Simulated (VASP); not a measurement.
# CoBi (rocksalt type) (Fm-3m) in VASP: a series of runs

Aim: see how the results for CoBi (rocksalt type) move with the level of theory and the settings. Levels: PBE, PBE+D3(BJ). Tasks: electric field gradients.

Program: VASP 6.6.1. These are calculated values, not measurements. Logs are shortened: lines on timing, memory, paths and dates and some standing lists are left out, and cuts for length are marked.

## (1) The cell of the first run

Symmetry: Fm-3m, No. 225, cubic system. Conventional cell: a = 5.401 Å, b = 5.401 Å, c = 5.401 Å, α = 90.00°, β = 90.00°, γ = 90.00°. Within 3.6 Å of Co (site symmetry m-3m) lie 6 Bi at 2.70 Å. Within 3.6 Å of Bi (site symmetry m-3m) lie 6 Co at 2.70 Å.

## (2) Electric field gradients, PBE, collinear spin, ferromagnetic start

INCAR reads:

```
SYSTEM = CoBi
  PREC = Accurate
  ENCUT = 520
  EDIFF = 1E-8
  ISMEAR = -1
  SIGMA = 0.05
  LREAL = .FALSE.
  LASPH = .TRUE.
  NELM = 150
  ALGO = Normal
  ISIF = 2
  LWAVE = .FALSE.
  LCHARG = .FALSE.
  ISPIN = 2
  MAGMOM = 2 0
  LORBIT = 11
  LMAXMIX = 4
  GGA = PE
  LEFG = .TRUE.
  NBANDS = 23
```

KPOINTS reads:

```
Automatic mesh
0
G
  13 13 13
  0 0 0
```

POSCAR reads:

```
CoBi
1.0
    0.0000000000      2.7003338995      2.7003338995
    2.7003338995      0.0000000000      2.7003338995
    2.7003338995      2.7003338995      0.0000000000
Co Bi
1 1
Direct
    0.0000000000      0.0000000000      0.0000000000
    0.5000000000      0.5000000000      0.5000000000
```

Potentials or basis: VASP PAW PBE potentials, release 64 (Co, Bi_d).

Started as:

```console
$ cat potpaw_PBE.64/Co/POTCAR potpaw_PBE.64/Bi_d/POTCAR > POTCAR
$ mpirun -np 1 vasp_std > vasp.out
```

OUTCAR:

```text
SYSTEM = CoBi
   PREC = Accurate
   ENCUT = 520
   EDIFF = 1E-8
   ISMEAR = -1
   LREAL = .FALSE.
   LASPH = .TRUE.
   NELM = 150
   ISIF = 2
   ISPIN = 2
   LORBIT = 11
   GGA = PE

 ion  position               nearest neighbor table
   1  0.000  0.000  0.000-   2 2.70   2 2.70   2 2.70   2 2.70   2 2.70   2 2.70
   2  0.500  0.500  0.500-   1 2.70   1 2.70   1 2.70   1 2.70   1 2.70   1 2.70

  LATTYP: Found a face centered cubic cell.
 ALAT       =     5.4006677990

  Lattice vectors:

 A1 = (   0.0000000000,   2.7003338995,   2.7003338995)
 A2 = (   2.7003338995,   0.0000000000,   2.7003338995)
 A3 = (   2.7003338995,   2.7003338995,   0.0000000000)

Analysis of symmetry for initial positions (statically):
=====================================================================
 Subroutine PRICEL returns:
 Original cell was already a primitive cell.

 Routine SETGRP: Setting up the symmetry group for a
 face centered cubic supercell.

 Subroutine GETGRP returns: Found 48 space group operations
 (whereof 48 operations were pure point group operations)
 out of a pool of 48 trial point group operations.

The static configuration has the point symmetry O_h .

Analysis of symmetry for dynamics (positions and initial velocities):
=====================================================================
 Subroutine PRICEL returns:
 Original cell was already a primitive cell.

 Routine SETGRP: Setting up the symmetry group for a
 face centered cubic supercell.

 Subroutine GETGRP returns: Found 48 space group operations
 (whereof 48 operations were pure point group operations)
 out of a pool of 48 trial point group operations.

The dynamic configuration has the point symmetry O_h .

Analysis of structural, dynamic, and magnetic symmetry:
=====================================================================
 Subroutine PRICEL returns:
 Original cell was already a primitive cell.

 Routine SETGRP: Setting up the symmetry group for a
 face centered cubic supercell.

 Subroutine GETGRP returns: Found 48 space group operations
 (whereof 48 operations were pure point group operations)
 out of a pool of 48 trial point group operations.

The overall configuration has the point symmetry O_h .

 Subroutine INISYM returns: Found 48 space group operations
 (whereof 48 operations are pure point group operations),
 and found     1 'primitive' translations

----------------------------------------------------------------------------------------

                                     Primitive cell

  volume of cell :      39.3806

  direct lattice vectors                    reciprocal lattice vectors
     0.000000000  2.700333899  2.700333899    -0.185162287  0.185162287  0.185162287
     2.700333899  0.000000000  2.700333899     0.185162287 -0.185162287  0.185162287
     2.700333899  2.700333899  0.000000000     0.185162287  0.185162287 -0.185162287

  length of vectors
     3.818848824  3.818848824  3.818848824     0.320710488  0.320710488  0.320710488

  position of ions in fractional coordinates (direct lattice)
     0.000000000  0.000000000  0.000000000
     0.500000000  0.500000000  0.500000000

  ion indices of the primitive-cell ions
   primitive index   ion index
                 1           1
                 2           2

----------------------------------------------------------------------------------------

 KPOINTS: Automatic mesh

Automatic generation of k-mesh.
 Grid dimensions read from file:
 generate k-points for:   13   13   13

 Generating k-lattice:

  Cartesian coordinates                     Fractional coordinates (reciprocal lattice)
    -0.014243253  0.014243253  0.014243253     0.076923077  0.000000000  0.000000000
     0.014243253 -0.014243253  0.014243253     0.000000000  0.076923077  0.000000000
[... 59 lines left out ...]
   LREAL  =      F    real-space projection
   EDIFFG = 0.1E-06   stopping-criterion for IOM
   NSW    =      0    number of steps for IOM
   IBRION =     -1    ionic relax: 0-MD 1-quasi-New 2-CG
   NFREE  =      0    steps in history (QN), initial steepest desc. (CG)
   ISIF   =      2    stress and relaxation
   ISYM   =      2    0-nonsym 1-usesym 2-fastsym
   POTIM  = 0.5000    time-step for ionic-motion
   TEBEG  =    0.0;   TEEND  =   0.0 temperature during run
   PSTRESS=    0.0 pullay stress
   NELECT =      24.0000    total number of electrons
   NUPDOWN=      -1.0000    fix difference up-down
   EMIN   =  10.00;   EMAX   =-10.00  energy-range for DOS
   EFERMI =   0.00;   METHOD = LEGACY
   ISMEAR =    -1;   SIGMA  =   0.05  broadening in eV -4-tet -1-fermi 0-gaus
   EFERMI_NEDOS =   21; number of points for ismear=-14 and -15
   IALGO  =     38    algorithm
   IMIX   =      4    mixing-type and parameters
     AMIX     =   0.40;   BMIX     =  1.00
     AMIX_MAG =   1.60;   BMIX_MAG =  1.00
  volume/ion in A,a.u.               =      19.69       132.88
  Fermi-wavevector in a.u.,A,eV,Ry     =   1.387984  2.622909 26.211616  1.926499
  Thomas-Fermi vector in A             =   2.512153
   LORBIT       =     11    0 simple, 1 ext, 2 COOP (PROOUT), +10 PAW based schemes
   GGA     = PE    functional components
   LHFCALC =     F    Hartree Fock is set to
   AEXX    =    0.0000 exact exchange contribution
   IVDW    =     0    specifies the selected vdW correction
   LEPSILON=     F    determine dielectric tensor
   LRPA    =     F    only Hartree local field effects (RPA)
 spin polarized calculation
  energy-cutoff  :      520.00
  volume of cell :       39.38
 maximum number of plane-waves:      1075
   NGX = 15   NGY = 15   NGZ = 15

 number of electron      23.9999990 magnetization       0.5431582

 Free energy of the ion-electron system (eV)
  ---------------------------------------------------
  ext. energy  EPLUGINS =         0.00000000
  ---------------------------------------------------
  free energy    TOTEN  =        -9.84789917 eV

  energy without entropy =       -9.83161600  energy(sigma->0) =       -9.83975759

 E-fermi :   8.9534     XC(G=0): -11.4379

 val. band max:        8.9362566386   @ k =  -0.4615   0.3846   0.0769
 cond. band min:       8.9625501582   @ k =  -0.2308   0.3846   0.1538
 fundamental gap:      0.0262935196
 Fermi energy:         8.9534274870

 spin component 1

 k-point     1 :       0.0000    0.0000    0.0000
  band No.  band energies     occupation
      1     -13.6635      1.00000
      2     -13.6635      1.00000
      3     -13.6297      1.00000
      4     -13.6297      1.00000
      5     -13.6297      1.00000
      6      -4.0890      1.00000
[... 613 lines left out ...]
     22      25.4510      0.00000
     23      26.0926      0.00000

 [... further k-points ...]

 spin component 2

 k-point     1 :       0.0000    0.0000    0.0000
  band No.  band energies     occupation
      1     -13.6668      1.00000
      2     -13.6668      1.00000
      3     -13.6343      1.00000
      4     -13.6343      1.00000
      5     -13.6343      1.00000
      6      -4.1102      1.00000
[... 613 lines left out ...]
     22      25.4600      0.00000
     23      26.1240      0.00000

 [... further k-points ...]

------------------------ aborting loop because EDIFF is reached ----------------------------------------

  FORCE on cell =-STRESS in cart. coord.  units (eV):
  Direction    XX          YY          ZZ          XY          YZ          ZX
  --------------------------------------------------------------------------------------
  -------------------------------------------------------------------------------------
  Total       -0.0137922     -0.0137922     -0.0137922      0.0000000      0.0000000     -0.0000000
  in kB       -0.5611289     -0.5611289     -0.5611289      0.0000000      0.0000000     -0.0000000
  external PRESSURE =      -0.5611289 kB  Pullay stress =       0.0000000 kB

 VOLUME and BASIS-vectors are now :
 -----------------------------------------------------------------------------
  energy-cutoff  :      520.00
  volume of cell :       39.38
      direct lattice vectors                 reciprocal lattice vectors
     0.000000000  2.700333899  2.700333899    -0.185162287  0.185162287  0.185162287
     2.700333899  0.000000000  2.700333899     0.185162287 -0.185162287  0.185162287
     2.700333899  2.700333899  0.000000000     0.185162287  0.185162287 -0.185162287

 POSITION                                       TOTAL-FORCE (eV/Angst)
 -----------------------------------------------------------------------------------
      0.00000      0.00000      0.00000         0.000000      0.000000      0.000000
      2.70033      2.70033      2.70033        -0.000000     -0.000000     -0.000000
 -----------------------------------------------------------------------------------
    total drift:                                0.000000      0.000000      0.000000

  FREE ENERGIE OF THE ION-ELECTRON SYSTEM (eV)
  ---------------------------------------------------
  free  energy   TOTEN  =        -9.8478991705 eV

  energy  without entropy=       -9.8316160050  energy(sigma->0) =       -9.83975759

 Electric field gradients (V/A^2)
---------------------------------------------------------------------
 ion       V_xx      V_yy      V_zz      V_xy      V_xz      V_yz
---------------------------------------------------------------------
   1      -0.000     0.000     0.000    -0.001    -0.001    -0.001
   2       0.000    -0.000     0.000    -0.001    -0.001    -0.001
---------------------------------------------------------------------

 Electric field gradients after diagonalization (V/A^2)
 (convention: |V_zz| > |V_xx| > |V_yy|)
----------------------------------------------------------------------
 ion       V_xx      V_yy      V_zz     asymmetry (V_yy - V_xx)/ V_zz
----------------------------------------------------------------------
   1       0.001     0.001    -0.002       0.000
   2       0.001     0.001    -0.003       0.000
----------------------------------------------------------------------

           NMR quadrupolar parameters

 Cq : quadrupolar parameter    Cq=e*Q*V_zz/h
 eta: asymmetry parameters     (V_yy - V_xx)/ V_zz
 Q  : nuclear electric quadrupole moment in mb (millibarn)
----------------------------------------------------------------------
 ion       Cq(MHz)       eta       Q (mb)
----------------------------------------------------------------------
   1      -0.000       0.000       1.000
   2      -0.000       0.000       1.000
----------------------------------------------------------------------

 total charge

# of ion       s       p       d       tot
------------------------------------------
    1        0.398   0.282   7.485   8.165
    2        1.459   1.487   9.948  12.894
--------------------------------------------------
tot          1.857   1.769  17.433  21.058

 magnetization (x)

# of ion       s       p       d       tot
------------------------------------------
    1        0.024   0.002   0.563   0.589
    2        0.010  -0.047   0.006  -0.031
--------------------------------------------------
tot          0.034  -0.045   0.569   0.558
```

Run time: 98 s. Hardware: 1 thread of Intel Xeon Platinum 8488C (Sapphire Rapids), shared host; peak memory 0.25 GiB.

What came out:

| Property | Result |
| --- | --- |
| Free energy | -9.8479 eV |
| Pressure | -0.1 GPa |
| Net moment | 0.54 μB per cell |
| Site moments | Co +0.59; Bi -0.03 μB |
| Largest electric field gradient by atom | under 0.05 V/Å² on every atom |
| Valence electrons inside the program's atomic spheres | Co 8.16; Bi 12.89 |

Caveat: spin-orbit coupling is left out, which moves the levels of the heavy elements.

## (3) Electric field gradients, PBE, collinear spin, ferromagnetic start (20.18 Å³/atom)

This run uses another cell than the first one, of 20.18 Å³/atom.

INCAR reads:

```
PREC = Accurate
ENCUT = 520
EDIFF = 1E-8
ISMEAR = -1
SIGMA = 0.05
LREAL = F
LASPH = T
NELM = 150
ALGO = Normal
ISIF = 2
LWAVE = F
LCHARG = F
ISPIN = 2
MAGMOM = 2 0
LORBIT = 11
LMAXMIX = 4
GGA = PE
LEFG = T
NBANDS = 23
```

KPOINTS reads:

```
Automatic mesh
0
Gamma
  13 13 13
```

POSCAR reads:

```
CoBi
1.0
    0.0000000000      2.7226517207      2.7226517207
    2.7226517207      0.0000000000      2.7226517207
    2.7226517207      2.7226517207      0.0000000000
Co Bi
1 1
Direct
    0.0000000000      0.0000000000      0.0000000000
    0.5000000000      0.5000000000      0.5000000000
```

Potentials or basis: VASP PAW PBE potentials, release 64 (Co, Bi_d).

Started as:

```console
$ cat potpaw_PBE.64/Co/POTCAR potpaw_PBE.64/Bi_d/POTCAR > POTCAR
$ mpirun -np 1 vasp_std > vasp.out
```

OUTCAR:

```text
PREC = Accurate
   ENCUT = 520
   EDIFF = 1E-8
   ISMEAR = -1
   LREAL = F
   LASPH = T
   NELM = 150
   ISIF = 2
   ISPIN = 2
   LORBIT = 11
   GGA = PE

 ion  position               nearest neighbor table
   1  0.000  0.000  0.000-   2 2.72   2 2.72   2 2.72   2 2.72   2 2.72   2 2.72
   2  0.500  0.500  0.500-   1 2.72   1 2.72   1 2.72   1 2.72   1 2.72   1 2.72

  LATTYP: Found a face centered cubic cell.
 ALAT       =     5.4453034414

  Lattice vectors:

 A1 = (   0.0000000000,   2.7226517207,   2.7226517207)
 A2 = (   2.7226517207,   0.0000000000,   2.7226517207)
 A3 = (   2.7226517207,   2.7226517207,   0.0000000000)

Analysis of symmetry for initial positions (statically):
=====================================================================
 Subroutine PRICEL returns:
 Original cell was already a primitive cell.

 Routine SETGRP: Setting up the symmetry group for a
[... 1468 lines left out ...]
 -----------------------------------------------------------------------------------
    total drift:                                0.000000      0.000000      0.000000

  FREE ENERGIE OF THE ION-ELECTRON SYSTEM (eV)
  ---------------------------------------------------
  free  energy   TOTEN  =        -9.8417197145 eV

  energy  without entropy=       -9.8240701056  energy(sigma->0) =       -9.83289491

 Electric field gradients (V/A^2)
---------------------------------------------------------------------
 ion       V_xx      V_yy      V_zz      V_xy      V_xz      V_yz
---------------------------------------------------------------------
   1      -0.000    -0.000     0.000     0.001     0.001     0.001
   2      -0.000    -0.000     0.000     0.001     0.001     0.001
---------------------------------------------------------------------

 Electric field gradients after diagonalization (V/A^2)
 (convention: |V_zz| > |V_xx| > |V_yy|)
----------------------------------------------------------------------
 ion       V_xx      V_yy      V_zz     asymmetry (V_yy - V_xx)/ V_zz
----------------------------------------------------------------------
   1      -0.001    -0.001     0.002       0.000
   2      -0.001    -0.001     0.002       0.000
----------------------------------------------------------------------

           NMR quadrupolar parameters

 Cq : quadrupolar parameter    Cq=e*Q*V_zz/h
 eta: asymmetry parameters     (V_yy - V_xx)/ V_zz
 Q  : nuclear electric quadrupole moment in mb (millibarn)
----------------------------------------------------------------------
 ion       Cq(MHz)       eta       Q (mb)
----------------------------------------------------------------------
   1       0.000       0.000       1.000
   2       0.000       0.000       1.000
----------------------------------------------------------------------

 total charge

# of ion       s       p       d       tot
------------------------------------------
    1        0.391   0.269   7.467   8.128
    2        1.462   1.468   9.943  12.873
--------------------------------------------------
tot          1.853   1.738  17.411  21.001

 magnetization (x)

# of ion       s       p       d       tot
------------------------------------------
    1        0.025   0.002   0.637   0.664
    2        0.011  -0.055   0.006  -0.038
--------------------------------------------------
tot          0.036  -0.053   0.642   0.625
```

OSZICAR:

```text
N       E                     dE             d eps       ncg     rms          rms(c)
DAV:   1     0.205744796137E+03    0.20574E+03   -0.11595E+04  7820   0.133E+03
DAV:   2     0.595126208295E+01   -0.19979E+03   -0.19176E+03  7952   0.336E+02
DAV:   3    -0.984743397635E+01   -0.15799E+02   -0.15636E+02  9283   0.987E+01
DAV:   4    -0.102996098428E+02   -0.45218E+00   -0.45189E+00  9323   0.171E+01
DAV:   5    -0.103228357096E+02   -0.23226E-01   -0.23225E-01 11438   0.355E+00    0.763E+00
DAV:   6    -0.129597741338E+02   -0.26369E+01   -0.23902E+01  9374   0.402E+01    0.184E+01
DAV:   7    -0.982121516658E+01    0.31386E+01   -0.12415E+01  8876   0.312E+01    0.165E+00
DAV:   8    -0.984113311142E+01   -0.19918E-01   -0.21825E-01 10147   0.319E+00    0.111E+00
DAV:   9    -0.984165883086E+01   -0.52572E-03   -0.21410E-02 11668   0.112E+00    0.438E-01
DAV:  10    -0.984179478000E+01   -0.13595E-03   -0.49428E-03 11242   0.431E-01    0.178E-01
DAV:  11    -0.984171073798E+01    0.84042E-04   -0.61722E-04 11806   0.194E-01    0.352E-02
DAV:  12    -0.984172851583E+01   -0.17778E-04   -0.54447E-05 10424   0.509E-02    0.332E-02
DAV:  13    -0.984172153149E+01    0.69843E-05   -0.65781E-06 11027   0.141E-02    0.957E-03
DAV:  14    -0.984172001392E+01    0.15176E-05   -0.27570E-06 10755   0.103E-02    0.362E-03
DAV:  15    -0.984171968128E+01    0.33264E-06   -0.39683E-07 10117   0.463E-03    0.144E-03
DAV:  16    -0.984171969380E+01   -0.12515E-07   -0.32221E-08  8162   0.107E-03    0.836E-04
DAV:  17    -0.984171971707E+01   -0.23269E-07   -0.35180E-08  6114   0.940E-04    0.193E-04
DAV:  18    -0.984171971448E+01    0.25880E-08   -0.26744E-09  5017   0.357E-04
   1 F= -.98417197E+01 E0= -.98328949E+01  d E =-.176496E-01  mag=     0.6063
```

stdout:

```text
POSCAR found type information on POSCAR CoBi
 POSCAR found :  2 types and       2 ions
 scaLAPACK will be used
 LDA part: xc-table for (Slater+PW92), standard interpolation
 POSCAR, INCAR and KPOINTS ok, starting setup
 FFT: planning ... GRIDC
 FFT: planning ... GRID_SOFT
 FFT: planning ... GRID
 WAVECAR not read
 entering main loop
ion   1

ion   2
```

It took 2.1 min on 1 thread of Intel Xeon Platinum 8488C (Sapphire Rapids), shared host; peak memory 0.27 GiB.

Results:

```yaml
Free_energy: -9.8417 eV
Pressure: -2.0 GPa
Net_moment: 0.61 μB per cell
Site_moments: Co +0.66; Bi -0.04 μB
Largest_electric_field_gradient_by_atom: under 0.05 V/Å² on every atom
Valence_electrons_inside_the_program's_atomic_spheres: Co 8.13; Bi 12.87
```

Levels at points of the mesh, in eV from the Fermi level:
Spin up:
```tsv
k point	band 9	band 10	band 11	band 12	band 13	band 14	band 15	band 16
(0.00, 0.00, 0.00)	-1.22	-1.22	-1.22	2.44	2.44	2.44	5.10	8.34
```
Spin down:
```
           k point  band 8  band 9  band 10  band 11  band 12  band 13  band 14  band 15  band 16  band 17
(0.00, 0.00, 0.00)   -0.80   -0.80    -0.46    -0.46     2.43     2.43     2.43     5.19     8.27     9.99
```

Caveat: spin-orbit coupling is left out, which moves the levels of the heavy elements.

(Part 1 of 2 ends here.)
